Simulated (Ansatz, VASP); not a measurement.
# Li2MgSiTe4: VASP beside Ansatz

File INCAR:

```
ALGO = Normal
EDIFF = 1E-6
ENCUT = 520
GGA = PE
ISIF = 2
ISMEAR = 0
LASPH = T
LCHARG = F
LREAL = F
LWAVE = F
NBANDS = 28
NELM = 100
PREC = Accurate
SIGMA = 0.01
```

File KPOINTS:

```
k-points
0
Gamma
  6 6 6
```

Contents of POSCAR:

```
Li2MgSiTe4
1.0
   -3.2874634870      3.2874634870      6.1374252861
    3.2874634870     -3.2874634870      6.1374252861
    3.2874634870      3.2874634870     -6.1374252861
Li Mg Si Te
2 1 1 4
Direct
    0.0000000000      0.0000000000      0.0000000000
    0.7500000000      0.2500000000      0.5000000000
    0.2500000000      0.7500000000      0.5000000000
    0.5000000000      0.5000000000      0.0000000000
    0.1458469660      0.6050877122      0.9908999267
    0.3949122878      0.3858122145      0.5407592538
    0.6141877855      0.1549470393      0.0091000733
    0.8450529607      0.8541530340      0.4592407462
```

Input for Ansatz:

```yaml
crystal:
  lattice:
    - [-3.287463487, 3.287463487, 6.1374252861]
    - [3.287463487, -3.287463487, 6.1374252861]
    - [3.287463487, 3.287463487, -6.1374252861]
  atoms:
    - { symbol: Li, position: [0.0, 0.0, 0.0] }
    - { symbol: Li, position: [0.75, 0.25, 0.5] }
    - { symbol: Mg, position: [0.25, 0.75, 0.5] }
    - { symbol: Si, position: [0.5, 0.5, 0.0] }
    - { symbol: Te, position: [0.145846966, 0.6050877122, 0.9908999267] }
    - { symbol: Te, position: [0.3949122878, 0.3858122145, 0.5407592538] }
    - { symbol: Te, position: [0.6141877855, 0.1549470393, 0.0091000733] }
    - { symbol: Te, position: [0.8450529607, 0.854153034, 0.4592407462] }
kpoints:
  mp_grid: { grid: [6, 6, 6] }
hamiltonian:
  xc: pbe
scf:
  occupations: { method: fixed }
  n_extra_bands: 6
output:
  forces: true
  stress: true
  eigenvalues: true
```

Alike in both runs: task single point; functional PBE; k mesh 6 × 6 × 6; no spin polarisation.

|  | VASP | Ansatz |
| --- | --- | --- |
| version | VASP 6.6.1 | Ansatz 0.2.0 |
| potentials or method | VASP PAW PBE potentials, release 64 (Li_sv, Mg, Si, Te) | plane waves, PAW |
| plane-wave cutoff (eV) | 520 | 420 |
| occupations | gaussian, width 0.01 eV | fixed |
| valence electrons in the cell | 36 | 84 |

|  | VASP | Ansatz | Ansatz less VASP |
| --- | --- | --- | --- |
| gap on the k mesh at the Fermi level (eV) | 1.60 | 1.60 | 0.000 |
| rms of the force components (eV/Å) | 0.103 | 0.108 | +0.0043 |

Atom by atom the forces differ by 0.006 eV/Å (rms over components). VASP's potentials hold 36 valence electrons a cell and Ansatz's 84, so a difference there can come from the potentials and not from the codes.

Neither program's run includes spin-orbit coupling. Noted on VASP's run: the cutoff is short for stress, so the pressure is rough.
